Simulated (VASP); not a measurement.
# KZn (NaTl type) (Fd-3m) in VASP: further runs

KZn (NaTl type) is run at these levels: PBEsol; tasks: single point.

All numbers are computed with VASP 6.6.1; they aren't measurements. Logs are shortened: lines on timing, memory, paths and dates and some standing lists are left out, and cuts for length are marked.

## (1) The cell of the first run

The structure is cubic, space group Fd-3m (No. 227). Conventional cell: a = 7.778 Å, b = 7.778 Å, c = 7.778 Å, α = 90.00°, β = 90.00°, γ = 90.00°. K (site symmetry -43m) has 4 K at 3.37 Å and 10 Zn at 3.37 to 3.89 Å within 4.4 Å. Within 4.4 Å of Zn (site symmetry -43m) lie 10 K at 3.37 to 3.89 Å and 4 Zn at 3.37 Å.

## (2) Single point, PBEsol

Contents of POSCAR:

```
KZn
1.0
    0.0000000000      3.8888498545      3.8888498545
    3.8888498545      0.0000000000      3.8888498545
    3.8888498545      3.8888498545      0.0000000000
K Zn
2 2
Direct
    0.1250000000      0.1250000000      0.1250000000
   -0.1250000000     -0.1250000000     -0.1250000000
    0.3750000000      0.3750000000      0.3750000000
   -0.3750000000     -0.3750000000     -0.3750000000
```

Contents of INCAR.step1:

```
ALGO = Normal
EDIFF = 1E-6
ENCUT = 520
GGA = PS
ISIF = 2
ISMEAR = -1
LASPH = True
LCHARG = True
LREAL = False
LWAVE = False
NBANDS = 29
NELM = 60
PREC = Accurate
SIGMA = 0.05
```

Contents of KPOINTS.step1:

```
k-points
0
Gamma
  7 7 7
```

Contents of INCAR.step2:

```
ALGO = Normal
EDIFF = 1E-6
ENCUT = 520
GGA = PS
ICHARG = 11
ISIF = 2
ISMEAR = -5
LASPH = True
LCHARG = False
LORBIT = 11
LREAL = False
LWAVE = False
NEDOS = 1001
NELM = 60
PREC = Accurate
SIGMA = 0.05
```

Contents of KPOINTS.step2:

```
k-points
0
Gamma
  11 11 11
```

Potentials or basis: VASP PAW PBE potentials, release 64 (K_sv, Zn).

Started as:

```console
$ cat potpaw_PBE.64/K_sv/POTCAR potpaw_PBE.64/Zn/POTCAR > POTCAR
$ cp INCAR.step1 INCAR
$ cp KPOINTS.step1 KPOINTS
$ mpirun -np 1 vasp_std > vasp.out
$ cp INCAR.step2 INCAR
$ cp KPOINTS.step2 KPOINTS
$ mpirun -np 1 vasp_std > vasp.out
```

OUTCAR:

```text
EDIFF = 1E-6
   ENCUT = 520
   GGA = PS
   ICHARG = 11
   ISIF = 2
   ISMEAR = -5
   LASPH = True
   LORBIT = 11
   LREAL = False
   NELM = 60
   PREC = Accurate

 ion  position               nearest neighbor table
   1  0.125  0.125  0.125-   2 3.37   2 3.37   2 3.37   2 3.37   3 3.37   3 3.37   3 3.37   3 3.37

   2  0.875  0.875  0.875-   4 3.37   4 3.37   4 3.37   1 3.37   4 3.37   1 3.37   1 3.37   1 3.37

   3  0.375  0.375  0.375-   1 3.37   1 3.37   1 3.37   1 3.37
   4  0.625  0.625  0.625-   2 3.37   2 3.37   2 3.37   2 3.37

  LATTYP: Found a face centered cubic cell.
 ALAT       =     7.7776997090

  Lattice vectors:

 A1 = (   0.0000000000,   3.8888498545,   3.8888498545)
 A2 = (   3.8888498545,   0.0000000000,   3.8888498545)
 A3 = (   3.8888498545,   3.8888498545,   0.0000000000)

Analysis of symmetry for initial positions (statically):
=====================================================================
 Subroutine PRICEL returns:
 Original cell was already a primitive cell.

 Routine SETGRP: Setting up the symmetry group for a
 face centered cubic supercell.

 Subroutine GETGRP returns: Found 48 space group operations
 (whereof 12 operations were pure point group operations)
 out of a pool of 48 trial point group operations.

The static configuration has the point symmetry D_3d.
 The point group associated with its full space group is O_h .

Analysis of symmetry for dynamics (positions and initial velocities):
=====================================================================
 Subroutine PRICEL returns:
 Original cell was already a primitive cell.

 Routine SETGRP: Setting up the symmetry group for a
 face centered cubic supercell.

 Subroutine GETGRP returns: Found 48 space group operations
 (whereof 12 operations were pure point group operations)
 out of a pool of 48 trial point group operations.

The dynamic configuration has the point symmetry D_3d.
 The point group associated with its full space group is O_h .

 Subroutine INISYM returns: Found 48 space group operations
 (whereof 12 operations are pure point group operations),
 and found     1 'primitive' translations

----------------------------------------------------------------------------------------

                                     Primitive cell

  volume of cell :     117.6233

  direct lattice vectors                    reciprocal lattice vectors
     0.000000000  3.888849855  3.888849855    -0.128572719  0.128572719  0.128572719
     3.888849855  0.000000000  3.888849855     0.128572719 -0.128572719  0.128572719
     3.888849855  3.888849855  0.000000000     0.128572719  0.128572719 -0.128572719

  length of vectors
     5.499664206  5.499664206  5.499664206     0.222694482  0.222694482  0.222694482

  position of ions in fractional coordinates (direct lattice)
     0.125000000  0.125000000  0.125000000
     0.875000000  0.875000000  0.875000000
     0.375000000  0.375000000  0.375000000
     0.625000000  0.625000000  0.625000000

  ion indices of the primitive-cell ions
   primitive index   ion index
                 1           1
                 2           2
                 3           3
                 4           4

----------------------------------------------------------------------------------------

 KPOINTS: k-points

Automatic generation of k-mesh.
 Grid dimensions read from file:
 generate k-points for:   11   11   11

 Generating k-lattice:

  Cartesian coordinates                     Fractional coordinates (reciprocal lattice)
    -0.011688429  0.011688429  0.011688429     0.090909091  0.000000000  0.000000000
     0.011688429 -0.011688429  0.011688429     0.000000000  0.090909091  0.000000000
     0.011688429  0.011688429 -0.011688429     0.000000000  0.000000000  0.090909091

  Length of vectors
     0.020244953  0.020244953  0.020244953

  Shift w.r.t. Gamma in fractional coordinates (k-lattice)
     0.000000000  0.000000000  0.000000000

 TETIRR: Found    201 inequivalent tetrahedra from     7986

 Subroutine IBZKPT returns following result:
 ===========================================

 Found     56 irreducible k-points:

 Following reciprocal coordinates:
            Coordinates               Weight
  0.000000  0.000000  0.000000      1.000000
  0.090909  0.000000  0.000000      8.000000
  0.181818  0.000000  0.000000      8.000000
  0.272727  0.000000  0.000000      8.000000
  0.363636  0.000000  0.000000      8.000000
  0.454545  0.000000  0.000000      8.000000
[... 16 lines left out ...]
 -0.272727  0.181818  0.000000     24.000000
 -0.181818  0.181818  0.000000     12.000000
 [... further k-points ...]
   k-points           NKPTS =     56   k-points in BZ     NKDIM =     56   number of bands    NBANDS=     25
   number of dos      NEDOS =   1001   number of ions     NIONS =      4
   total plane-waves  NPLWV =  74088
   dimension x,y,z NGX =    42 NGY =   42 NGZ =   42
   dimension x,y,z NGXF=    84 NGYF=   84 NGZF=   84
   ions per type =               2   2
   NGX,Y,Z   is equivalent  to a cutoff of  12.70, 12.70, 12.70 a.u.
   NGXF,Y,Z  is equivalent  to a cutoff of  25.39, 25.39, 25.39 a.u.
 SYSTEM =  unknown system
   PREC   = accura    normal or accurate (medium, high low for compatibility)
   ISTART =      0    job   : 0-new  1-cont  2-samecut
   ICHARG =     11    charge: 1-file 2-atom 10-const
   ISPIN  =      1    spin polarized calculation?
   LNONCOLLINEAR =      F non collinear calculations
   LSORBIT =      F    spin-orbit coupling
   LASPH  =      T    aspherical Exc in radial PAW
   ENCUT  =  520.0 eV  38.22 Ry    6.18 a.u.  10.23 10.23 10.23*2*pi/ulx,y,z
   NELM   =     60;   NELMIN=  2; NELMDL=  0     # of ELM steps
   EDIFF  = 0.1E-05   stopping-criterion for ELM
   LREAL  =      F    real-space projection
   EDIFFG = 0.1E-04   stopping-criterion for IOM
   NSW    =      0    number of steps for IOM
   IBRION =     -1    ionic relax: 0-MD 1-quasi-New 2-CG
   NFREE  =      0    steps in history (QN), initial steepest desc. (CG)
   ISIF   =      2    stress and relaxation
   ISYM   =      2    0-nonsym 1-usesym 2-fastsym
   POTIM  = 0.5000    time-step for ionic-motion
   TEBEG  =    0.0;   TEEND  =   0.0 temperature during run
   PSTRESS=    0.0 pullay stress
   NELECT =      42.0000    total number of electrons
   NUPDOWN=      -1.0000    fix difference up-down
   EMIN   =  10.00;   EMAX   =-10.00  energy-range for DOS
   EFERMI =   0.00;   METHOD = LEGACY
   ISMEAR =    -5;   SIGMA  =   0.05  broadening in eV -4-tet -1-fermi 0-gaus
   EFERMI_NEDOS =   21; number of points for ismear=-14 and -15
   IALGO  =     38    algorithm
   IMIX   =      4    mixing-type and parameters
     AMIX     =   0.40;   BMIX     =  1.00
     AMIX_MAG =   1.60;   BMIX_MAG =  1.00
  volume/ion in A,a.u.               =      29.41       198.44
  Fermi-wavevector in a.u.,A,eV,Ry     =   1.161431  2.194786 18.353198  1.348922
  Thomas-Fermi vector in A             =   2.298003
   LORBIT       =     11    0 simple, 1 ext, 2 COOP (PROOUT), +10 PAW based schemes
   GGA     = PS    functional components
   LHFCALC =     F    Hartree Fock is set to
   AEXX    =    0.0000 exact exchange contribution
   IVDW    =     0    specifies the selected vdW correction
   LEPSILON=     F    determine dielectric tensor
   LRPA    =     F    only Hartree local field effects (RPA)
 non-spin polarized calculation
 Fermi weights with tetrahedron method with Bloechl corrections
  energy-cutoff  :      520.00
  volume of cell :      117.62
 maximum number of plane-waves:      3190
 NGX is ok and might be reduce to    42

 number of electron      42.0000025 magnetization

 Free energy of the ion-electron system (eV)
  ---------------------------------------------------
  ext. energy  EPLUGINS =         0.00000000
  ---------------------------------------------------
  free energy    TOTEN  =        -4.14495145 eV

  energy without entropy =       -4.14495145  energy(sigma->0) =       -4.14495145

 E-fermi :   1.2102     XC(G=0):  -8.5542

 val. band max:        1.1804673446   @ k =   0.3636   0.0909   0.0000
 cond. band min:       1.2246838354   @ k =  -0.2727   0.3636   0.0909
 fundamental gap:      0.0442164908
 Fermi energy:         1.2102241175

 k-point     1 :       0.0000    0.0000    0.0000
  band No.  band energies     occupation
      1     -30.2906      2.00000
      2     -30.1368      2.00000
      3     -13.9778      2.00000
      4     -13.9778      2.00000
      5     -13.9778      2.00000
      6     -13.6499      2.00000
[... 17 lines left out ...]
     24       3.2197      0.00000
     25       3.2197      0.00000

 k-point     2 :       0.0909    0.0000    0.0000
  band No.  band energies     occupation
      1     -30.2883      2.00000
      2     -30.1392      2.00000
      3     -13.9823      2.00000
      4     -13.9823      2.00000
      5     -13.9802      2.00000
      6     -13.6501      2.00000
[... 17 lines left out ...]
     24       3.3186      0.00000
     25       3.3682      0.00000

 k-point     3 :       0.1818    0.0000    0.0000
  band No.  band energies     occupation
      1     -30.2816      2.00000
      2     -30.1458      2.00000
      3     -13.9939      2.00000
      4     -13.9939      2.00000
      5     -13.9872      2.00000
      6     -13.6501      2.00000
[... 17 lines left out ...]
     24       3.5111      0.00000
     25       3.5112      0.00000

 k-point     4 :       0.2727    0.0000    0.0000
  band No.  band energies     occupation
      1     -30.2718      2.00000
      2     -30.1556      2.00000
      3     -14.0080      2.00000
      4     -14.0080      2.00000
      5     -13.9978      2.00000
      6     -13.6483      2.00000
[... 17 lines left out ...]
     24       3.7277      0.00000
     25       3.7277      0.00000

 k-point     5 :       0.3636    0.0000    0.0000
  band No.  band energies     occupation
      1     -30.2611      2.00000
      2     -30.1664      2.00000
      3     -14.0202      2.00000
      4     -14.0202      2.00000
      5     -14.0087      2.00000
      6     -13.6451      2.00000
[... 17 lines left out ...]
     24       3.9352      0.00000
     25       3.9352      0.00000

 k-point     6 :       0.4545    0.0000    0.0000
  band No.  band energies     occupation
      1     -30.2533      2.00000
      2     -30.1742      2.00000
      3     -14.0270      2.00000
      4     -14.0270      2.00000
      5     -14.0158      2.00000
      6     -13.6426      2.00000
[... 17 lines left out ...]
     24       4.0715      0.00000
     25       4.0715      0.00000
[... 393 lines left out ...]
 k-point    21 :      -0.4545    0.1818    0.0000
  band No.  band energies     occupation
      1     -30.2442      2.00000
      2     -30.1833      2.00000
      3     -14.0785      2.00000
      4     -14.0425      2.00000
      5     -13.9418      2.00000
      6     -13.7036      2.00000
[... 17 lines left out ...]
     24       3.8264      0.00000
     25       4.3434      0.00000

 k-point    22 :      -0.3636    0.1818    0.0000
  band No.  band energies     occupation
      1     -30.2477      2.00000
      2     -30.1798      2.00000
      3     -14.0781      2.00000
      4     -14.0342      2.00000
      5     -13.9473      2.00000
      6     -13.6971      2.00000
[... 17 lines left out ...]
     24       3.8782      0.00000
     25       4.1085      0.00000

 k-point    23 :      -0.2727    0.1818    0.0000
  band No.  band energies     occupation
      1     -30.2574      2.00000
      2     -30.1701      2.00000
      3     -14.0661      2.00000
      4     -14.0211      2.00000
      5     -13.9558      2.00000
      6     -13.6873      2.00000
[... 17 lines left out ...]
     24       3.8352      0.00000
     25       4.0446      0.00000

 k-point    24 :      -0.1818    0.1818    0.0000
  band No.  band energies     occupation
      1     -30.2681      2.00000
      2     -30.1594      2.00000
      3     -14.0447      2.00000
      4     -14.0070      2.00000
      5     -13.9666      2.00000
      6     -13.6745      2.00000
[... 17 lines left out ...]
     24       3.6015      0.00000
     25       3.9617      0.00000

 [... further k-points ...]

------------------------ aborting loop because EDIFF is reached ----------------------------------------

  FORCE on cell =-STRESS in cart. coord.  units (eV):
  Direction    XX          YY          ZZ          XY          YZ          ZX
  --------------------------------------------------------------------------------------
  -------------------------------------------------------------------------------------
  Total        0.1569322      0.1569322      0.1569322      0.0000000     -0.0000000      0.0000000
  in kB        2.1376135      2.1376135      2.1376135      0.0000000     -0.0000000      0.0000000
  external PRESSURE =       2.1376135 kB  Pullay stress =       0.0000000 kB

 VOLUME and BASIS-vectors are now :
 -----------------------------------------------------------------------------
  energy-cutoff  :      520.00
  volume of cell :      117.62
      direct lattice vectors                 reciprocal lattice vectors
     0.000000000  3.888849855  3.888849855    -0.128572719  0.128572719  0.128572719
     3.888849855  0.000000000  3.888849855     0.128572719 -0.128572719  0.128572719
     3.888849855  3.888849855  0.000000000     0.128572719  0.128572719 -0.128572719

 POSITION                                       TOTAL-FORCE (eV/Angst)
 -----------------------------------------------------------------------------------
      0.97221      0.97221      0.97221         0.000000      0.000000      0.000000
      6.80549      6.80549      6.80549         0.000000      0.000000     -0.000000
      2.91664      2.91664      2.91664        -0.000000      0.000000      0.000000
      4.86106      4.86106      4.86106         0.000000     -0.000000     -0.000000
 -----------------------------------------------------------------------------------
    total drift:                               -0.000000      0.000000      0.000000

  FREE ENERGIE OF THE ION-ELECTRON SYSTEM (eV)
  ---------------------------------------------------
  free  energy   TOTEN  =        -4.1449514517 eV

  energy  without entropy=       -4.1449514517  energy(sigma->0) =       -4.14495145

 total charge

# of ion       s       p       d       tot
------------------------------------------
    1        1.983   5.550   0.034   7.567
    2        1.983   5.550   0.034   7.567
    3        0.717   0.200   9.711  10.629
    4        0.717   0.200   9.711  10.629
--------------------------------------------------
tot          5.401  11.501  19.490  36.392
```

Run time: 5.6 min. Hardware: 1 thread of AMD EPYC 7R43 (Zen 3), shared host; peak memory 0.29 GiB.

What came out:

| Quantity | Value |
| --- | --- |
| Valence electrons inside the program's atomic spheres | K 7.57; Zn 10.63 |

Caveat: the PAW data sets were made with another functional, which shifts forces and pressure a little; tetrahedron occupations give inexact forces and stress in metals.

## (3) Single point, PBEsol

POSCAR is that of step 2.

Contents of INCAR.step1:

```
SYSTEM = KZn
  ALGO = Normal
  EDIFF = 1E-6
  ENCUT = 520
  GGA = PS
  ISIF = 2
  ISMEAR = -1
  LASPH = .True.
  LCHARG = .True.
  LREAL = .False.
  LWAVE = .False.
  NBANDS = 29
  NELM = 80
  PREC = Accurate
  SIGMA = 0.05
```

Contents of KPOINTS.step1:

```
k-points
0
Gamma
  7 7 7
  0 0 0
```

Contents of INCAR.step2:

```
SYSTEM = KZn
  ALGO = Normal
  EDIFF = 1E-6
  ENCUT = 520
  GGA = PS
  ICHARG = 11
  ISIF = 2
  ISMEAR = -5
  LASPH = .True.
  LCHARG = .False.
  LORBIT = 10
  LREAL = .False.
  LWAVE = .False.
  NBANDS = 29
  NEDOS = 2001
  NELM = 80
  PREC = Accurate
  SIGMA = 0.05
```

Contents of KPOINTS.step2:

```
k-points
0
Gamma
  11 11 11
  0 0 0
```

Potentials or basis: VASP PAW PBE potentials, release 64 (K_sv, Zn).

Started as:

```console
$ cat potpaw_PBE.64/K_sv/POTCAR potpaw_PBE.64/Zn/POTCAR > POTCAR
$ cp INCAR.step1 INCAR
$ cp KPOINTS.step1 KPOINTS
$ mpirun -np 1 vasp_std > vasp.out
$ cp INCAR.step2 INCAR
$ cp KPOINTS.step2 KPOINTS
$ mpirun -np 1 vasp_std > vasp.out
```

It took 5.5 min on 1 thread of AMD EPYC 7R43 (Zen 3), shared host; peak memory 0.31 GiB.

The run converged. Its results:

```
Valence electrons inside the program's atomic spheres : K 7.57; Zn 10.63
```

Levels at points of the mesh, in eV from the Fermi level:
```
           k point  band 17  band 18  band 19  band 20  band 21  band 22  band 23  band 24  band 25  band 26
(0.00, 0.00, 0.00)    -6.94    -6.94    -5.72    -0.11     1.13     1.13     1.13     2.01     2.01     2.01
```

Caveat: the PAW data sets were made with another functional, which shifts forces and pressure a little; tetrahedron occupations give inexact forces and stress in metals.
